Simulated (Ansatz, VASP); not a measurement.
**Two plane-wave programs on Al2HCl**

```
Al H Cl
1.0
     2.91820    0.00000    0.00000
     0.00000    4.52321    0.00000
     0.00000    0.00000    5.05447
Al H Cl
4 2 2
Direct
  0.00000 0.75000 0.75000
  0.50000 0.75000 0.25000
  0.00000 0.25000 0.75000
  0.50000 0.25000 0.25000
  0.50000 0.50000 0.91667
  0.00000 0.00000 0.08333
  0.00000 0.50000 0.41667
  0.50000 0.00000 0.58333
```

Alike in both runs: task single point; functional PBE; k mesh 6 × 4 × 4; occupations gaussian, width 0.1 eV; no spin polarisation.

|  | VASP | Ansatz |
| --- | --- | --- |
| version | VASP 6.6.1 | Ansatz 0.2.0 |
| potentials or method | VASP PAW PBE potentials, release 64 (Al, H, Cl), cutoff 520 eV | scalar-relativistic, plane waves, PAW |
| valence electrons in the cell | 28 | 28 |

```tsv
	VASP	Ansatz	Ansatz less VASP
gap on the k mesh at the Fermi level (eV)	none	none	-
rms of the force components (eV/Å)	3.659	3.621	-0.0377
```

Atom by atom the forces differ by 0.039 eV/Å (rms over components). A gap of «none» marks a metal or a gap that the smearing closes.
